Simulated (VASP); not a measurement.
# Re (I4/mmm) in VASP: further runs

The runs below take Re through single point, with PBEsol.

Everything below comes from runs of VASP 6.6.1. Logs are shortened: lines on timing, memory, paths and dates and some standing lists are left out, and cuts for length are marked.

## 1. The cell of the first run

Symmetry: I4/mmm, No. 139, tetragonal system. The conventional cell has a = 2.793 Å, b = 2.793 Å, c = 4.029 Å, α = 90.00°, β = 90.00°, γ = 90.00°. Within 3.7 Å of Re (site symmetry 4/mmm) lie 12 Re at 2.79 to 2.82 Å.

## 2. Single point, PBEsol (strain +0.0200 x Voigt [0, 1, 0, 0, 0, 0])

Contents of INCAR:

```
PREC = Accurate
ENCUT = 520
EDIFF = 1E-6
ISMEAR = 0
SIGMA = 0.15
LREAL = F
LASPH = T
NELM = 80
ALGO = Normal
ISIF = 2
LWAVE = F
LCHARG = F
GGA = PS
NBANDS = 10
```

Contents of KPOINTS:

```
regular mesh
0
Gamma
  20 20 20
```

Contents of POSCAR:

```
Re
1.0
    0.0000000000      2.0145000000      1.9750000000
    1.9750000000      0.0000000000      1.9750000000
    1.9750000000      2.0145000000      0.0000000000
Re
1
Direct
    0.0000000000      0.0000000000      0.0000000000
```

Potentials or basis: VASP PAW PBE potentials, release 64 (Re).

Run with:

```sh
cat potpaw_PBE.64/Re/POTCAR > POTCAR
mpirun -np 1 vasp_std > vasp.out
```

OUTCAR:

```text
PREC = Accurate
   ENCUT = 520
   EDIFF = 1E-6
   ISMEAR = 0
   LREAL = F
   LASPH = T
   NELM = 80
   ISIF = 2
   GGA = PS

 ion  position               nearest neighbor table
   1  0.000  0.000  0.000-

  LATTYP: Found a body centered tetragonal cell.
 ALAT       =     2.7930717857
 C/A-ratio  =     1.4424978336

  Lattice vectors:

 A1 = (   0.0000000000,  -2.0145000000,   1.9750000000)
 A2 = (   0.0000000000,  -2.0145000000,  -1.9750000000)
 A3 = (   1.9750000000,   2.0145000000,   0.0000000000)

Analysis of symmetry for initial positions (statically):
=====================================================================
 Subroutine PRICEL returns:
 Original cell was already a primitive cell.

 Routine SETGRP: Setting up the symmetry group for a
 body centered tetragonal supercell.

 Subroutine GETGRP returns: Found 16 space group operations
 (whereof 16 operations were pure point group operations)
 out of a pool of 16 trial point group operations.

The static configuration has the point symmetry D_4h.

Analysis of symmetry for dynamics (positions and initial velocities):
=====================================================================
 Subroutine PRICEL returns:
 Original cell was already a primitive cell.

 Routine SETGRP: Setting up the symmetry group for a
 body centered tetragonal supercell.

 Subroutine GETGRP returns: Found 16 space group operations
 (whereof 16 operations were pure point group operations)
 out of a pool of 16 trial point group operations.

The dynamic configuration has the point symmetry D_4h.

 Subroutine INISYM returns: Found 16 space group operations
 (whereof 16 operations are pure point group operations),
 and found     1 'primitive' translations

----------------------------------------------------------------------------------------

                                     Primitive cell

  volume of cell :      15.7156

  direct lattice vectors                    reciprocal lattice vectors
     0.000000000  2.014500000  1.975000000    -0.253164557  0.248200546  0.253164557
     1.975000000  0.000000000  1.975000000     0.253164557 -0.248200546  0.253164557
     1.975000000  2.014500000  0.000000000     0.253164557  0.248200546 -0.253164557

  length of vectors
     2.821140771  2.793071786  2.821140771     0.435646757  0.435646757  0.435646757

  position of ions in fractional coordinates (direct lattice)
     0.000000000  0.000000000  0.000000000

  ion indices of the primitive-cell ions
   primitive index   ion index
                 1           1

----------------------------------------------------------------------------------------

 KPOINTS: regular mesh

Automatic generation of k-mesh.
 Grid dimensions read from file:
 generate k-points for:   20   20   20

 Generating k-lattice:

  Cartesian coordinates                     Fractional coordinates (reciprocal lattice)
    -0.012658228  0.012410027  0.012658228     0.050000000  0.000000000  0.000000000
     0.012658228 -0.012410027  0.012658228    -0.000000000  0.050000000 -0.000000000
     0.012658228  0.012410027 -0.012658228     0.000000000  0.000000000  0.050000000

  Length of vectors
     0.021782338  0.021782338  0.021782338

  Shift w.r.t. Gamma in fractional coordinates (k-lattice)
     0.000000000  0.000000000  0.000000000

 Subroutine IBZKPT returns following result:
 ===========================================

 Found    641 irreducible k-points:

 Following reciprocal coordinates:
            Coordinates               Weight
  0.000000  0.000000  0.000000      1.000000
  0.050000  0.000000  0.000000      8.000000
  0.100000  0.000000  0.000000      8.000000
  0.150000  0.000000  0.000000      8.000000
  0.200000  0.000000  0.000000      8.000000
  0.250000  0.000000  0.000000      8.000000
[... 16 lines left out ...]
 -0.400000  0.050000  0.000000     16.000000
 -0.350000  0.050000  0.000000     16.000000
 [... further k-points ...]
   k-points           NKPTS =    641   k-points in BZ     NKDIM =    641   number of bands    NBANDS=     10
   number of dos      NEDOS =    301   number of ions     NIONS =      1
   total plane-waves  NPLWV =  13824
   dimension x,y,z NGX =    24 NGY =   24 NGZ =   24
   dimension x,y,z NGXF=    48 NGYF=   48 NGZF=   48
   ions per type =               1
   NGX,Y,Z   is equivalent  to a cutoff of  14.14, 14.28, 14.14 a.u.
   NGXF,Y,Z  is equivalent  to a cutoff of  28.29, 28.57, 28.29 a.u.
 SYSTEM =  unknown system
   PREC   = accura    normal or accurate (medium, high low for compatibility)
   ISTART =      0    job   : 0-new  1-cont  2-samecut
   ICHARG =      2    charge: 1-file 2-atom 10-const
   ISPIN  =      1    spin polarized calculation?
   LNONCOLLINEAR =      F non collinear calculations
   LSORBIT =      F    spin-orbit coupling
   LASPH  =      T    aspherical Exc in radial PAW
   ENCUT  =  520.0 eV  38.22 Ry    6.18 a.u.   5.25  5.19  5.25*2*pi/ulx,y,z
   NELM   =     80;   NELMIN=  2; NELMDL= -5     # of ELM steps
   EDIFF  = 0.1E-05   stopping-criterion for ELM
   LREAL  =      F    real-space projection
   EDIFFG = 0.1E-04   stopping-criterion for IOM
   NSW    =      0    number of steps for IOM
   IBRION =     -1    ionic relax: 0-MD 1-quasi-New 2-CG
   NFREE  =      0    steps in history (QN), initial steepest desc. (CG)
   ISIF   =      2    stress and relaxation
   ISYM   =      2    0-nonsym 1-usesym 2-fastsym
   POTIM  = 0.5000    time-step for ionic-motion
   TEBEG  =    0.0;   TEEND  =   0.0 temperature during run
   PSTRESS=    0.0 pullay stress
   NELECT =       7.0000    total number of electrons
   NUPDOWN=      -1.0000    fix difference up-down
   EMIN   =  10.00;   EMAX   =-10.00  energy-range for DOS
   EFERMI =   0.00;   METHOD = LEGACY
   ISMEAR =     0;   SIGMA  =   0.15  broadening in eV -4-tet -1-fermi 0-gaus
   EFERMI_NEDOS =   21; number of points for ismear=-14 and -15
   IALGO  =     38    algorithm
   IMIX   =      4    mixing-type and parameters
     AMIX     =   0.40;   BMIX     =  1.00
     AMIX_MAG =   1.60;   BMIX_MAG =  1.00
  volume/ion in A,a.u.               =      15.72       106.05
  Fermi-wavevector in a.u.,A,eV,Ry     =   1.250250  2.362631 21.267623  1.563126
  Thomas-Fermi vector in A             =   2.384253
   LORBIT       =      0    0 simple, 1 ext, 2 COOP (PROOUT), +10 PAW based schemes
   GGA     = PS    functional components
   LHFCALC =     F    Hartree Fock is set to
   AEXX    =    0.0000 exact exchange contribution
   IVDW    =     0    specifies the selected vdW correction
   LEPSILON=     F    determine dielectric tensor
   LRPA    =     F    only Hartree local field effects (RPA)
 non-spin polarized calculation
 Gauss-broadening in eV      SIGMA  =   0.15
  energy-cutoff  :      520.00
  volume of cell :       15.72
 maximum number of plane-waves:       444
 NGX is ok and might be reduce to    24
   NGX = 11   NGY = 11   NGZ = 11

 number of electron       7.0000000 magnetization

 Free energy of the ion-electron system (eV)
  ---------------------------------------------------
  ext. energy  EPLUGINS =         0.00000000
  ---------------------------------------------------
  free energy    TOTEN  =       -13.21256849 eV

  energy without entropy =      -13.20235234  energy(sigma->0) =      -13.20746042

 E-fermi :   7.1904     XC(G=0): -13.4625

 val. band max:        7.1899056387   @ k =   0.2500  -0.2000   0.1000
 cond. band min:       7.1917380093   @ k =   0.1500   0.1500   0.0000
 fundamental gap:      0.0018323706
 Fermi energy:         7.1903522421

 k-point     1 :       0.0000    0.0000    0.0000
  band No.  band energies     occupation
      1      -2.5131      2.00000
      2       5.2605      2.00000
      3       5.5299      2.00000
      4       5.5299      2.00000
      5       8.1316      0.00000
      6       8.4995      0.00000
      7      21.0750      0.00000
      8      25.9166      0.00000
      9      26.5360      0.00000
     10      26.5360      0.00000

 k-point     2 :       0.0500    0.0000    0.0000
  band No.  band energies     occupation
      1      -2.4046      2.00000
      2       5.2608      2.00000
      3       5.5071      2.00000
      4       5.5809      2.00000
      5       8.0962      0.00000
      6       8.4554      0.00000
      7      21.2839      0.00000
      8      25.6375      0.00000
      9      26.3981      0.00000
     10      26.7328      0.00000

 k-point     3 :       0.1000    0.0000    0.0000
  band No.  band energies     occupation
      1      -2.0877      2.00000
      2       5.1429      2.00000
      3       5.5645      2.00000
      4       5.7194      2.00000
      5       8.0162      0.00000
      6       8.3471      0.00000
      7      21.8658      0.00000
      8      24.5359      0.00000
      9      26.8789      0.00000
     10      27.3074      0.00000

 k-point     4 :       0.1500    0.0000    0.0000
  band No.  band energies     occupation
      1      -1.5905      2.00000
      2       4.9119      2.00000
      3       5.7041      2.00000
      4       5.8957      2.00000
      5       7.9709      0.00000
      6       8.2479      0.00000
      7      22.5555      0.00000
      8      23.4701      0.00000
      9      27.7595      0.00000
     10      28.2160      0.00000

 k-point     5 :       0.2000    0.0000    0.0000
  band No.  band energies     occupation
      1      -0.9688      2.00000
      2       4.7037      2.00000
      3       5.7868      2.00000
      4       6.0179      2.00000
      5       8.0796      0.00000
      6       8.2748      0.00000
      7      21.9045      0.00000
      8      23.8358      0.00000
      9      28.9167      0.00000
     10      29.3877      0.00000

 k-point     6 :       0.2500    0.0000    0.0000
  band No.  band energies     occupation
      1      -0.3183      2.00000
      2       4.6466      2.00000
      3       5.7371      2.00000
      4       6.0039      2.00000
      5       8.4199      0.00000
      6       8.5246      0.00000
      7      20.8254      0.00000
      8      24.1865      0.00000
      9      30.2297      0.00000
     10      30.6420      0.00000
[... 183 lines left out ...]
 k-point    21 :       0.5000    0.0500    0.0000
  band No.  band energies     occupation
      1       0.8556      2.00000
      2       5.1187      2.00000
      3       5.3544      2.00000
      4       7.0562      1.79416
      5      10.6561      0.00000
      6      10.8555      0.00000
      7      16.1835      0.00000
      8      20.7774      0.00000
      9      26.3345      0.00000
     10      26.6513      0.00000

 k-point    22 :      -0.4500    0.0500    0.0000
  band No.  band energies     occupation
      1       0.8541      2.00000
      2       5.1284      2.00000
      3       5.3679      2.00000
      4       6.9668      1.96494
      5      10.4726      0.00000
      6      10.9060      0.00000
      7      16.3347      0.00000
      8      20.8343      0.00000
      9      26.3889      0.00000
     10      26.8103      0.00000

 k-point    23 :      -0.4000    0.0500    0.0000
  band No.  band energies     occupation
      1       0.8291      2.00000
      2       5.2099      2.00000
      3       5.4556      2.00000
      4       6.3643      2.00000
      5      10.0221      0.00000
      6      10.6534      0.00000
      7      17.1964      0.00000
      8      21.2463      0.00000
      9      26.8083      0.00000
     10      27.7271      0.00000

 k-point    24 :      -0.3500    0.0500    0.0000
  band No.  band energies     occupation
      1       0.7268      2.00000
      2       5.3493      2.00000
      3       5.5569      2.00000
      4       5.6297      2.00000
      5       9.4146      0.00000
      6      10.1943      0.00000
      7      18.3685      0.00000
      8      22.0550      0.00000
      9      27.6499      0.00000
     10      29.1323      0.00000

 [... further k-points ...]

------------------------ aborting loop because EDIFF is reached ----------------------------------------

  FORCE on cell =-STRESS in cart. coord.  units (eV):
  Direction    XX          YY          ZZ          XY          YZ          ZX
  --------------------------------------------------------------------------------------
  -------------------------------------------------------------------------------------
  Total       -2.2609914     -2.7692998     -2.2609914      0.0000000     -0.0000000      0.0000000
  in kB     -230.5037692   -282.3248348   -230.5037692      0.0000000     -0.0000000      0.0000000
  external PRESSURE =    -247.7774577 kB  Pullay stress =       0.0000000 kB

 VOLUME and BASIS-vectors are now :
 -----------------------------------------------------------------------------
  energy-cutoff  :      520.00
  volume of cell :       15.72
      direct lattice vectors                 reciprocal lattice vectors
     0.000000000  2.014500000  1.975000000    -0.253164557  0.248200546  0.253164557
     1.975000000  0.000000000  1.975000000     0.253164557 -0.248200546  0.253164557
     1.975000000  2.014500000  0.000000000     0.253164557  0.248200546 -0.253164557

 POSITION                                       TOTAL-FORCE (eV/Angst)
 -----------------------------------------------------------------------------------
      0.00000      0.00000      0.00000        -0.000000      0.000000      0.000000
 -----------------------------------------------------------------------------------
    total drift:                               -0.000000      0.000000     -0.000000

  FREE ENERGIE OF THE ION-ELECTRON SYSTEM (eV)
  ---------------------------------------------------
  free  energy   TOTEN  =       -13.2125684926 eV

  energy  without entropy=      -13.2023523384  energy(sigma->0) =      -13.20746042
```

Wall time 1.9 min (1 thread of Intel Xeon 8259CL, shared host); peak memory 0.24 GiB.

What came out:

| Property | Result |
| --- | --- |
| Free energy | -13.2126 eV |
| Pressure | -24.8 GPa |
| Band gap on the k mesh | zero (an odd number of electrons rules out a gap without spin polarisation) |

Caveat: the cell differs from its parent crystal (strain +0.0200 x Voigt [0, 1, 0, 0, 0, 0]); the stress differs along the axes, from -28 to -23 GPa; the PAW data sets were made with another functional, which shifts forces and pressure a little; spin-orbit coupling is left out, which moves the levels of the heavy elements.

## 3. Single point, PBEsol (strain +0.0175 x Voigt [0, 1, 0, 0, 0, 0])

Contents of INCAR:

```
SYSTEM = Re
PREC     = Accurate       ! precision mode
ENCUT    = 520            ! plane-wave cutoff, eV
EDIFF    = 1E-6           ! SCF threshold, eV
ISMEAR   = 0              ! smearing method
SIGMA    = 0.15           ! smearing width, eV
LREAL    = .FALSE.        ! projectors in reciprocal space
LASPH    = .TRUE.         ! aspherical terms in the spheres
NELM     = 100            ! most SCF steps
ALGO     = Fast           ! electronic algorithm
ISIF     = 2              ! what is computed and relaxed
LWAVE    = .FALSE.        ! write WAVECAR
LCHARG   = .TRUE.         ! write CHGCAR
GGA      = PS             ! functional
LELF     = .TRUE.         ! ELF
LVHAR    = .TRUE.       
NBANDS   = 10             ! bands
```

Contents of KPOINTS:

```
regular mesh
0
G
  20 20 20
  0 0 0
```

Contents of POSCAR:

```
Re
1.0
    0.0000000000      2.0095625000      1.9750000000
    1.9750000000      0.0000000000      1.9750000000
    1.9750000000      2.0095625000      0.0000000000
Re
1
Direct
    0.0000000000      0.0000000000      0.0000000000
```

Potentials or basis: VASP PAW PBE potentials, release 64 (Re).

Run with:

```sh
cat potpaw_PBE.64/Re/POTCAR > POTCAR
mpirun -np 1 vasp_std > vasp.out
```

Run time: 2.6 min. Hardware: 1 thread of Intel Xeon 8259CL, shared host; peak memory 0.23 GiB.

It converged, with:

- Free energy: -13.2192 eV
- Pressure: -24.2 GPa
- Band gap on the k mesh: zero (an odd number of electrons rules out a gap without spin polarisation)

Stress tensor (GPa, compression positive):
```
-22.63   0.00   0.00
  0.00 -27.20   0.00
  0.00   0.00 -22.63
```

Levels at points of the mesh, in eV from the Fermi level:
| k point | band 1 | band 2 | band 3 | band 4 | band 5 | band 6 | band 7 | band 8 | band 9 |
| --- | --- | --- | --- | --- | --- | --- | --- | --- | --- |
| (0.00, 0.00, 0.00) | -9.72 | -1.91 | -1.68 | -1.68 | 0.97 | 1.29 | 13.89 | 18.79 | 19.34 |
| (0.50, 0.00, 0.00) | -6.45 | -2.07 | -1.82 | 0.12 | 3.39 | 3.53 | 9.05 | 13.35 | 19.27 |
| (0.50, 0.50, 0.00) | -6.30 | -5.48 | 2.66 | 3.39 | 4.01 | 4.26 | 11.56 | 11.77 | 12.01 |
| (0.50, 0.00, 0.50) | -6.32 | -5.46 | 2.31 | 3.42 | 4.12 | 4.12 | 11.59 | 11.96 | 11.96 |

Caveat: the cell differs from its parent crystal (strain +0.0175 x Voigt [0, 1, 0, 0, 0, 0]); the cell stands under tension; the PAW data sets were made with another functional, which shifts forces and pressure a little; spin-orbit coupling is left out, which moves the levels of the heavy elements.
